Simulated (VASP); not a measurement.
# RePd (P-6m2) in VASP: further runs

RePd is run at these levels: PBE; tasks: single point, relaxation of cell and atoms.

All numbers are computed with VASP 6.6.1; they aren't measurements. Logs are shortened: lines on timing, memory, paths and dates and some standing lists are left out, and cuts for length are marked.

### Step 1. The cell of the first run

Symmetry: P-6m2, No. 187, hexagonal system. The conventional cell has a = 3.127 Å, b = 3.127 Å, c = 3.050 Å, α = 90.00°, β = 90.00°, γ = 120.00°. Re (site symmetry -6m2) has 6 Pd at 2.36 Å and 2 Re at 3.05 Å within 3.1 Å. Pd (site symmetry -6m2) has 6 Re at 2.36 Å and 2 Pd at 3.05 Å within 3.1 Å.

### Step 2. Single point, PBE

Input file INCAR:

```
SYSTEM = RePd
ALGO     = Normal         ! electronic algorithm
EDIFF    = 1E-6           ! SCF threshold, eV
ENCUT    = 600            ! plane-wave cutoff, eV
GGA      = PE             ! functional
GGA_COMPAT= .False.      
ISIF     = 2              ! what is computed and relaxed
ISMEAR   = 0              ! smearing method
LASPH    = .True.         ! aspherical terms in the spheres
LCHARG   = .False.        ! write CHGCAR
LREAL    = .False.        ! projectors in reciprocal space
LWAVE    = .False.        ! write WAVECAR
NBANDS   = 16             ! bands
NELM     = 120            ! most SCF steps
PREC     = Accurate       ! precision mode
SIGMA    = 0.1            ! smearing width, eV
```

Input file KPOINTS:

```
k-points
0
Gamma
  6 6 6
  0 0 0
```

Input file POSCAR:

```
RePd
1.0
    3.1274360287      0.0000000000      0.0000000000
   -1.5637180143      2.7084390496      0.0000000000
    0.0000000000      0.0000000000      3.0503403361
Re Pd
1 1
Direct
    0.0000000000      0.0000000000      0.0000000000
    0.6666666667      0.3333333333      0.5000000000
```

Potentials or basis: VASP PAW PBE potentials, release 64 (Re, Pd).

Command:

```console
$ cat potpaw_PBE.64/Re/POTCAR potpaw_PBE.64/Pd/POTCAR > POTCAR
$ mpirun -np 1 vasp_std > vasp.out
```

OUTCAR:

```text
SYSTEM = RePd
   EDIFF = 1E-6
   ENCUT = 600
   GGA = PE
   ISIF = 2
   ISMEAR = 0
   LASPH = .True.
   LREAL = .False.
   NELM = 120
   PREC = Accurate

 ion  position               nearest neighbor table
   1  0.000  0.000  0.000-   2 2.36   2 2.36   2 2.36   2 2.36   2 2.36   2 2.36
   2  0.667  0.333  0.500-   1 2.36   1 2.36   1 2.36   1 2.36   1 2.36   1 2.36

  LATTYP: Found a hexagonal cell.
 ALAT       =     3.1274360287
 C/A-ratio  =     0.9753485949

  Lattice vectors:

 A1 = (   3.1274360287,   0.0000000000,   0.0000000000)
 A2 = (  -1.5637180143,   2.7084390496,   0.0000000000)
 A3 = (   0.0000000000,   0.0000000000,   3.0503403361)

Analysis of symmetry for initial positions (statically):
=====================================================================
 Subroutine PRICEL returns:
 Original cell was already a primitive cell.

 Routine SETGRP: Setting up the symmetry group for a
 hexagonal supercell.

 Subroutine GETGRP returns: Found 12 space group operations
 (whereof 12 operations were pure point group operations)
 out of a pool of 24 trial point group operations.

The static configuration has the point symmetry D_3h.

Analysis of symmetry for dynamics (positions and initial velocities):
=====================================================================
 Subroutine PRICEL returns:
 Original cell was already a primitive cell.

 Routine SETGRP: Setting up the symmetry group for a
 hexagonal supercell.

 Subroutine GETGRP returns: Found 12 space group operations
 (whereof 12 operations were pure point group operations)
 out of a pool of 24 trial point group operations.

The dynamic configuration has the point symmetry D_3h.

 Subroutine INISYM returns: Found 12 space group operations
 (whereof 12 operations are pure point group operations),
 and found     1 'primitive' translations

----------------------------------------------------------------------------------------

                                     Primitive cell

  volume of cell :      25.8378

  direct lattice vectors                    reciprocal lattice vectors
     3.127436029  0.000000000  0.000000000     0.319750745  0.184608179  0.000000000
    -1.563718014  2.708439050  0.000000000     0.000000000  0.369216357  0.000000000
     0.000000000  0.000000000  3.050340336     0.000000000  0.000000000  0.327832271

  length of vectors
     3.127436029  3.127436029  3.050340336     0.369216357  0.369216357  0.327832271
[... 80 lines left out ...]
   NELM   =    120;   NELMIN=  2; NELMDL= -5     # of ELM steps
   EDIFF  = 0.1E-05   stopping-criterion for ELM
   LREAL  =      F    real-space projection
   EDIFFG = 0.1E-04   stopping-criterion for IOM
   NSW    =      0    number of steps for IOM
   IBRION =     -1    ionic relax: 0-MD 1-quasi-New 2-CG
   NFREE  =      0    steps in history (QN), initial steepest desc. (CG)
   ISIF   =      2    stress and relaxation
   ISYM   =      2    0-nonsym 1-usesym 2-fastsym
   POTIM  = 0.5000    time-step for ionic-motion
   TEBEG  =    0.0;   TEEND  =   0.0 temperature during run
   PSTRESS=    0.0 pullay stress
   NELECT =      17.0000    total number of electrons
   NUPDOWN=      -1.0000    fix difference up-down
   EMIN   =  10.00;   EMAX   =-10.00  energy-range for DOS
   EFERMI =   0.00;   METHOD = LEGACY
   ISMEAR =     0;   SIGMA  =   0.10  broadening in eV -4-tet -1-fermi 0-gaus
   EFERMI_NEDOS =   21; number of points for ismear=-14 and -15
   IALGO  =     38    algorithm
   IMIX   =      4    mixing-type and parameters
     AMIX     =   0.40;   BMIX     =  1.00
     AMIX_MAG =   1.60;   BMIX_MAG =  1.00
  volume/ion in A,a.u.               =      12.92        87.18
  Fermi-wavevector in a.u.,A,eV,Ry     =   1.423877  2.690738 27.584810  2.027426
  Thomas-Fermi vector in A             =   2.544428
   LORBIT       =      0    0 simple, 1 ext, 2 COOP (PROOUT), +10 PAW based schemes
   GGA     = PE    functional components
   LHFCALC =     F    Hartree Fock is set to
   AEXX    =    0.0000 exact exchange contribution
   IVDW    =     0    specifies the selected vdW correction
   LEPSILON=     F    determine dielectric tensor
   LRPA    =     F    only Hartree local field effects (RPA)
 non-spin polarized calculation
 Gauss-broadening in eV      SIGMA  =   0.10
  energy-cutoff  :      600.00
  volume of cell :       25.84
 maximum number of plane-waves:       877
 NGX is ok and might be reduce to    28
   NGX = 13   NGY = 13   NGZ = 13

 number of electron      16.9999997 magnetization

 Free energy of the ion-electron system (eV)
  ---------------------------------------------------
  ext. energy  EPLUGINS =         0.00000000
  ---------------------------------------------------
  free energy    TOTEN  =       -12.94650337 eV

  energy without entropy =      -12.92832290  energy(sigma->0) =      -12.93741314

 E-fermi :  11.8320     XC(G=0): -14.1619

 val. band max:       11.8209480966   @ k =   0.1667   0.1667   0.5000
 cond. band min:      11.8417786919   @ k =   0.1667  -0.0000   0.3333
 fundamental gap:      0.0208305953
 Fermi energy:        11.8320366178

 k-point     1 :       0.0000    0.0000    0.0000
  band No.  band energies     occupation
      1       1.5927      2.00000
      2       2.8719      2.00000
      3       6.2349      2.00000
      4       6.2349      2.00000
      5       6.3599      2.00000
      6       6.3599      2.00000
[... 433 lines left out ...]
      3       5.9640      2.00000
      4       6.3049      2.00000
      5       7.2158      2.00000
      6       8.4461      2.00000
[... 8 lines left out ...]
     15      27.3950      0.00000
     16      28.8111      0.00000

 [... further k-points ...]

------------------------ aborting loop because EDIFF is reached ----------------------------------------

  FORCE on cell =-STRESS in cart. coord.  units (eV):
  Direction    XX          YY          ZZ          XY          YZ          ZX
  --------------------------------------------------------------------------------------
  -------------------------------------------------------------------------------------
  Total       15.3768533     15.3768533     22.6299396      0.0000000      0.0000000      0.0000000
  in kB      953.5034163    953.5034164   1403.2601005      0.0000000      0.0000000      0.0000000
  external PRESSURE =    1103.4223111 kB  Pullay stress =       0.0000000 kB

 VOLUME and BASIS-vectors are now :
 -----------------------------------------------------------------------------
  energy-cutoff  :      600.00
  volume of cell :       25.84
      direct lattice vectors                 reciprocal lattice vectors
     3.127436029  0.000000000  0.000000000     0.319750745  0.184608179  0.000000000
    -1.563718014  2.708439050  0.000000000     0.000000000  0.369216357  0.000000000
     0.000000000  0.000000000  3.050340336     0.000000000  0.000000000  0.327832271

 POSITION                                       TOTAL-FORCE (eV/Angst)
 -----------------------------------------------------------------------------------
      0.00000      0.00000      0.00000        -0.000000     -0.000000      0.000000
      1.56372      0.90281      1.52517         0.000000      0.000000      0.000000
 -----------------------------------------------------------------------------------
    total drift:                                0.000000     -0.000000      0.000000

  FREE ENERGIE OF THE ION-ELECTRON SYSTEM (eV)
  ---------------------------------------------------
  free  energy   TOTEN  =       -12.9465033668 eV

  energy  without entropy=      -12.9283229044  energy(sigma->0) =      -12.93741314
```

It took 24 s on 1 thread of Intel Xeon 8259CL, shared host; peak memory 0.16 GiB.

What came out:

```yaml
Free_energy: -12.9465 eV
Pressure: 110.3 GPa
```

Stress tensor (GPa, compression positive):
```
 95.35   0.00   0.00
  0.00  95.35   0.00
  0.00   0.00 140.33
```

Caveat: the k points lie up to 0.39 Å⁻¹ apart; spin-orbit coupling is left out, which moves the levels of the heavy elements.

### Step 3. Single point, PBE

This run uses another cell than the first one, of 14.85 Å³/atom, 1.149 times its volume.

Input file INCAR:

```
SYSTEM = RePd
ALGO = Normal
EDIFF = 1E-6
ENCUT = 600
GGA = PE
GGA_COMPAT = .False.
ISIF = 2
ISMEAR = 0
LASPH = .True.
LCHARG = .True.
LELF = .True.
LREAL = .False.
LVHAR = .True.
LWAVE = .False.
NBANDS = 16
NELM = 120
PREC = Accurate
SIGMA = 0.1
```

KPOINTS is that of step 2.

Input file POSCAR:

```
RePd
1.0
    2.7562665403      0.0000000000      0.0000000000
   -1.3781332701      2.3869968435      0.0000000000
    0.0000000000      0.0000000000      4.5138291115
Re Pd
1 1
Direct
    0.0000000000      0.0000000000      0.0000000000
    0.6666666667      0.3333333333      0.5000000000
```

Potentials or basis: VASP PAW PBE potentials, release 64 (Re, Pd).

Command:

```console
$ cat potpaw_PBE.64/Re/POTCAR potpaw_PBE.64/Pd/POTCAR > POTCAR
$ mpirun -np 1 vasp_std > vasp.out
```

Run time: 24 s. Hardware: 1 thread of Intel Xeon 8259CL, shared host; peak memory 0.17 GiB.

It converged, with:

```yaml
Free_energy: -17.3703 eV
Pressure: -0.5 GPa
```

Stress tensor (GPa, compression positive):
```
-0.70  0.00  0.00
 0.00 -0.70  0.00
 0.00  0.00 -0.18
```

Levels at points of the mesh, in eV from the Fermi level:
| k point | band 6 | band 7 | band 8 | band 9 | band 10 | band 11 |
| --- | --- | --- | --- | --- | --- | --- |
| (0.00, 0.00, 0.00) | -2.47 | -2.47 | -1.36 | -1.36 | -0.03 | 1.74 |
| (0.50, 0.00, 0.00) | -2.71 | -1.83 | -0.85 | 1.67 | 2.52 | 3.95 |
| (0.00, 0.00, 0.50) | -2.83 | -2.83 | -2.79 | -0.64 | -0.64 | 1.68 |
| (0.50, 0.00, 0.50) | -1.05 | -0.90 | 0.21 | 0.43 | 2.06 | 2.85 |

Caveat: the k points lie up to 0.44 Å⁻¹ apart; spin-orbit coupling is left out, which moves the levels of the heavy elements.

(Continued in part 2 of 2.)
